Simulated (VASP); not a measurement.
# Ag (P6_3/mmc) in VASP: a series of runs, part 2 of 2

VASP 6.6.1.

**4. Single point, PBEsol (strain +0.040 along x and y, -0.080 along z)**

File INCAR:

```
ALGO = Fast
EDIFF = 1E-6
ENCUT = 520
GGA = PS
ISIF = 2
ISMEAR = 0
LASPH = T
LCHARG = T
LELF = T
LREAL = F
LVHAR = T
LWAVE = F
NBANDS = 18
NELM = 100
PREC = Accurate
SIGMA = 0.15
```

File KPOINTS:

```
k-points
0
Gamma
  18 18 10
```

File POSCAR:

```
Ag
1.0
    3.0471980036      0.0000000000      0.0000000000
   -1.5235990018      2.6389508815      0.0000000000
    0.0000000000      0.0000000000      4.4068000000
Ag
2
Direct
    0.3333333333      0.6666666667      0.2500000000
    0.6666666667      0.3333333333      0.7500000000
```

Potentials or basis: VASP PAW PBE potentials, release 64 (Ag).

Command:

```sh
> cat potpaw_PBE.64/Ag/POTCAR > POTCAR
> mpirun -np 1 vasp_std > vasp.out
```

OUTCAR:

```text
EDIFF = 1E-6
   ENCUT = 520
   GGA = PS
   ISIF = 2
   ISMEAR = 0
   LASPH = T
   LREAL = F
   NELM = 100
   PREC = Accurate

 ion  position               nearest neighbor table
   1  0.333  0.667  0.250-   2 2.82   2 2.82   2 2.82   2 2.82   2 2.82   2 2.82
   2  0.667  0.333  0.750-   1 2.82   1 2.82   1 2.82   1 2.82   1 2.82   1 2.82

  LATTYP: Found a hexagonal cell.
 ALAT       =     3.0471980036
 C/A-ratio  =     1.4461810472

  Lattice vectors:

 A1 = (   3.0471980036,   0.0000000000,   0.0000000000)
 A2 = (  -1.5235990018,   2.6389508815,   0.0000000000)
 A3 = (   0.0000000000,   0.0000000000,   4.4068000000)

Analysis of symmetry for initial positions (statically):
=====================================================================
 Subroutine PRICEL returns:
 Original cell was already a primitive cell.

 Routine SETGRP: Setting up the symmetry group for a
 hexagonal supercell.

 Subroutine GETGRP returns: Found 24 space group operations
 (whereof 12 operations were pure point group operations)
 out of a pool of 24 trial point group operations.

The static configuration has the point symmetry D_3d.
 The point group associated with its full space group is D_6h.

Analysis of symmetry for dynamics (positions and initial velocities):
=====================================================================
 Subroutine PRICEL returns:
 Original cell was already a primitive cell.

 Routine SETGRP: Setting up the symmetry group for a
 hexagonal supercell.

 Subroutine GETGRP returns: Found 24 space group operations
 (whereof 12 operations were pure point group operations)
 out of a pool of 24 trial point group operations.

The dynamic configuration has the point symmetry D_3d.
 The point group associated with its full space group is D_6h.

 Subroutine INISYM returns: Found 24 space group operations
 (whereof 12 operations are pure point group operations),
 and found     1 'primitive' translations

[... 108 lines left out ...]
   EFERMI =   0.00;   METHOD = LEGACY
   ISMEAR =     0;   SIGMA  =   0.15  broadening in eV -4-tet -1-fermi 0-gaus
   EFERMI_NEDOS =   21; number of points for ismear=-14 and -15
   IALGO  =     68    algorithm
   IMIX   =      4    mixing-type and parameters
     AMIX     =   0.40;   BMIX     =  1.00
     AMIX_MAG =   1.60;   BMIX_MAG =  1.00
  volume/ion in A,a.u.               =      17.72       119.57
  Fermi-wavevector in a.u.,A,eV,Ry     =   1.396574  2.639142 26.537060  1.950419
  Thomas-Fermi vector in A             =   2.519915
   LORBIT       =      0    0 simple, 1 ext, 2 COOP (PROOUT), +10 PAW based schemes
   GGA     = PS    functional components
   LHFCALC =     F    Hartree Fock is set to
   AEXX    =    0.0000 exact exchange contribution
   IVDW    =     0    specifies the selected vdW correction
   LEPSILON=     F    determine dielectric tensor
   LRPA    =     F    only Hartree local field effects (RPA)
 non-spin polarized calculation
 RMM-DIIS sequential band-by-band and
 Gauss-broadening in eV      SIGMA  =   0.15
  energy-cutoff  :      520.00
  volume of cell :       35.44
 maximum number of plane-waves:       980
 NGX is ok and might be reduce to    24
   NGX = 11   NGY = 11   NGZ = 17

 number of electron      22.0000005 magnetization

 Free energy of the ion-electron system (eV)
  ---------------------------------------------------
  ext. energy  EPLUGINS =         0.00000000
  ---------------------------------------------------
  free energy    TOTEN  =        -6.47664928 eV

  energy without entropy =       -6.46818414  energy(sigma->0) =       -6.47241671

 E-fermi :   7.7345     XC(G=0): -12.1733

 val. band max:        7.7213457767   @ k =   0.3889   0.0556   0.5000
 cond. band min:       7.7520159115   @ k =   0.3333   0.2222   0.1000
 fundamental gap:      0.0306701348
 Fermi energy:         7.7345431910

 k-point     1 :       0.0000    0.0000    0.0000
  band No.  band energies     occupation
      1       0.1568      2.00000
      2       1.5766      2.00000
      3       3.1502      2.00000
      4       3.1502      2.00000
      5       3.3089      2.00000
      6       3.3089      2.00000
[... 481 lines left out ...]
      5       3.4458      2.00000
      6       3.5645      2.00000
[... 10 lines left out ...]
     17      19.0771      0.00000
     18      22.5952      0.00000

 [... further k-points ...]
[... 5 lines left out ...]
  --------------------------------------------------------------------------------------
  -------------------------------------------------------------------------------------
  Total       -1.6514528     -1.6514528      0.3339286      0.0000000     -0.0000000      0.0000000
  in kB      -74.6657479    -74.6657479     15.0976354      0.0000000     -0.0000000      0.0000000
  external PRESSURE =     -44.7446202 kB  Pullay stress =       0.0000000 kB

 VOLUME and BASIS-vectors are now :
 -----------------------------------------------------------------------------
  energy-cutoff  :      520.00
  volume of cell :       35.44
      direct lattice vectors                 reciprocal lattice vectors
     3.047198004  0.000000000  0.000000000     0.328170338  0.189469233  0.000000000
    -1.523599002  2.638950882  0.000000000     0.000000000  0.378938466  0.000000000
     0.000000000  0.000000000  4.406800000     0.000000000  0.000000000  0.226922030

 POSITION                                       TOTAL-FORCE (eV/Angst)
 -----------------------------------------------------------------------------------
     -0.00000      1.75930      1.10170        -0.000000      0.000000      0.000000
      1.52360      0.87965      3.30510         0.000000     -0.000000      0.000000
 -----------------------------------------------------------------------------------
    total drift:                               -0.000000      0.000000     -0.000000

  FREE ENERGIE OF THE ION-ELECTRON SYSTEM (eV)
  ---------------------------------------------------
  free  energy   TOTEN  =        -6.4766492760 eV

  energy  without entropy=       -6.4681841411  energy(sigma->0) =       -6.47241671
```

OSZICAR:

```text
N       E                     dE             d eps       ncg     rms          rms(c)
DAV:   1     0.124064149745E+03    0.12406E+03   -0.11694E+04  8000   0.121E+03
DAV:   2    -0.509086667738E+01   -0.12916E+03   -0.12262E+03  8274   0.266E+02
DAV:   3    -0.712711814910E+01   -0.20363E+01   -0.20293E+01  9330   0.379E+01
DAV:   4    -0.713314733946E+01   -0.60292E-02   -0.60286E-02  8962   0.202E+00
DAV:   5    -0.713319610879E+01   -0.48769E-04   -0.48769E-04  8860   0.193E-01    0.730E+00
RMM:   6    -0.649923963349E+01    0.63396E+00   -0.15198E+00  8002   0.997E+00    0.440E+00
RMM:   7    -0.648370384519E+01    0.15536E-01   -0.24943E-02  8440   0.154E+00    0.259E+00
RMM:   8    -0.647669171677E+01    0.70121E-02   -0.20867E-03  8651   0.434E-01    0.256E-01
RMM:   9    -0.647664923558E+01    0.42481E-04   -0.42143E-04  8843   0.164E-01    0.692E-02
RMM:  10    -0.647664839037E+01    0.84521E-06   -0.53570E-05  8916   0.546E-02    0.330E-02
RMM:  11    -0.647664891661E+01   -0.52623E-06   -0.12410E-05  7975   0.217E-02    0.138E-02
RMM:  12    -0.647664927601E+01   -0.35941E-06   -0.35733E-06  7001   0.138E-02
   1 F= -.64766493E+01 E0= -.64724167E+01  d E =-.846513E-02
```

It took 1.8 min on 1 thread of Intel Xeon 8259CL, shared host; peak memory 0.24 GiB.

What came out:

```yaml
Free_energy: -6.4766 eV
Pressure: -4.5 GPa
Band_gap_on_the_k_mesh: zero (bands 11 and 12 overlap by 6.71 eV)
```

Stress tensor (GPa, compression positive):
```
-7.47  0.00  0.00
 0.00 -7.47  0.00
 0.00  0.00  1.51
```

Caveat: the cell differs from its parent crystal (strain +0.040 along x and y, -0.080 along z); the cell stands under tension; the PAW data sets were made with another functional, which shifts forces and pressure a little.

**5. Single point, PBEsol (strain +0.000 along x and y, +0.040 along z)**

File INCAR:

```
SYSTEM = Ag
ALGO = Fast ; EDIFF = 1E-7
ENCUT = 520 ; GGA = PS
ISIF = 2 ; ISMEAR = 0
LASPH = .TRUE. ; LCHARG = .TRUE.
LELF = .TRUE. ; LREAL = .FALSE.
LVHAR = .TRUE. ; LWAVE = .FALSE.
NBANDS = 18 ; NELM = 60
PREC = Accurate ; SIGMA = 0.15
```

File KPOINTS:

```
k-points
0
G
  18 18 10
  0 0 0
```

File POSCAR:

```
Ag
1.0
    2.9299980804      0.0000000000      0.0000000000
   -1.4649990402      2.5374527707      0.0000000000
    0.0000000000      0.0000000000      4.9816000000
Ag
2
Direct
    0.3333333333      0.6666666667      0.2500000000
    0.6666666667      0.3333333333      0.7500000000
```

Command:

```sh
> cat potpaw_PBE.64/Ag/POTCAR > POTCAR
> mpirun -np 1 vasp_std > vasp.out
```

Wall time 2.2 min (1 thread of Intel Xeon 8259CL, shared host); peak memory 0.25 GiB.

The run converged. Its results:

| Property | Result |
| --- | --- |
| Free energy | -6.4843 eV |
| Pressure | -9.0 GPa |
| Band gap on the k mesh | zero (bands 11 and 12 overlap by 7.31 eV) |

Stress tensor (GPa, compression positive):
```
 -8.23   0.00   0.00
  0.00  -8.23   0.00
  0.00   0.00 -10.59
```

Levels at points of the mesh, in eV from the Fermi level:
```tsv
k point	band 9	band 10	band 11	band 12	band 13	band 14
(0.00, 0.00, 0.00)	-3.75	-2.99	-2.99	-0.47	2.66	15.70
(0.50, 0.00, 0.00)	-2.78	-2.69	0.25	1.53	6.27	6.64
(0.00, 0.00, 0.50)	-3.25	-3.25	-3.25	-3.25	9.70	9.70
(0.50, 0.00, 0.50)	-2.73	-2.73	0.88	0.88	4.23	4.23
```

Caveat: the cell differs from its parent crystal (strain +0.000 along x and y, +0.040 along z); the cell stands under tension; the PAW data sets were made with another functional, which shifts forces and pressure a little.

**6. The runs side by side**

| cell | further INCAR settings | gap on the mesh (eV) | pressure (GPa) |
| --- | --- | --- | --- |
| a = 2.930, b = 2.930, c = 4.598 Å, angles 90.0, 90.0, 120.0°, 2 atoms | ALGO = Fast; EDIFF = 1e-07; NBANDS = 18 | none | -2.6 |
| a = 2.813, b = 2.813, c = 5.173 Å, angles 90.0, 90.0, 120.0°, 2 atoms | ALGO = Fast; EDIFF = 1e-06; NBANDS = 18 | none | -4.5 |
| a = 3.047, b = 3.047, c = 4.407 Å, angles 90.0, 90.0, 120.0°, 2 atoms | ALGO = Fast; EDIFF = 1e-06; NBANDS = 18 | none | -4.5 |
| a = 2.930, b = 2.930, c = 4.982 Å, angles 90.0, 90.0, 120.0°, 2 atoms | ALGO = Fast; EDIFF = 1e-07; NBANDS = 18 | none | -9.0 |

Alike in all rows: task single point; level PBEsol; potentials or basis VASP PAW PBE potentials, release 64 (Ag); no spin polarisation; k mesh 18 × 18 × 10; cutoff (eV) 520; smearing gaussian 0.15 eV.

Caveats: the PAW data sets were made with another functional, which shifts forces and pressure a little; the cell stands under tension (at least some runs).

Total energies depend on the potentials used, so only differences within one code and one set of settings carry meaning.
